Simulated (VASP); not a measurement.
Input of a VASP 6.6.1 run:

INCAR

```
ALGO     = Normal         # electronic algorithm
EDIFF    = 1E-6           # SCF threshold, eV
EDIFFG   = -0.01          # ionic threshold
ENCUT    = 600            # plane-wave cutoff, eV
GGA      = PS             # functional
IBRION   = 2              # ionic algorithm
ISIF     = 3              # what is computed and relaxed
ISMEAR   = 0              # smearing method
LASPH    = True           # aspherical terms in the spheres
LCHARG   = False          # write CHGCAR
LREAL    = False          # projectors in reciprocal space
LWAVE    = False          # write WAVECAR
NELM     = 100            # most SCF steps
NSW      = 80             # ionic steps
PREC     = Accurate       # precision mode
SIGMA    = 0.05           # smearing width, eV
```

File KPOINTS:

```
k-points
0
Gamma
  14 14 14
```

File POSCAR:

```
TiTc2
1.0
   -1.6588237070      1.6588237070      4.0600413821
    1.6588237070     -1.6588237070      4.0600413821
    1.6588237070      1.6588237070     -4.0600413821
Ti Tc
1 2
Direct
    0.0000000000      0.0000000000      0.0000000000
    0.3353000000      0.3353000000      0.0000000000
    0.6647000000      0.6647000000      0.0000000000
```

Potentials or basis: VASP PAW PBE potentials, release 64 (Ti_sv, Tc_pv).

Command:

```sh
$ cat potpaw_PBE.64/Ti_sv/POTCAR potpaw_PBE.64/Tc_pv/POTCAR > POTCAR
$ mpirun -np 1 vasp_std > vasp.out
```

(1) Estimate the relaxed cell.

(2) Estimate the space group after relaxing (to 0.05 Å).

Answers

(1) a = 5.091 Å, b = 5.091 Å, c = 5.091 Å, α = 145.13°, β = 145.13°, γ = 50.15°.

(2) I4/mmm (No. 139).
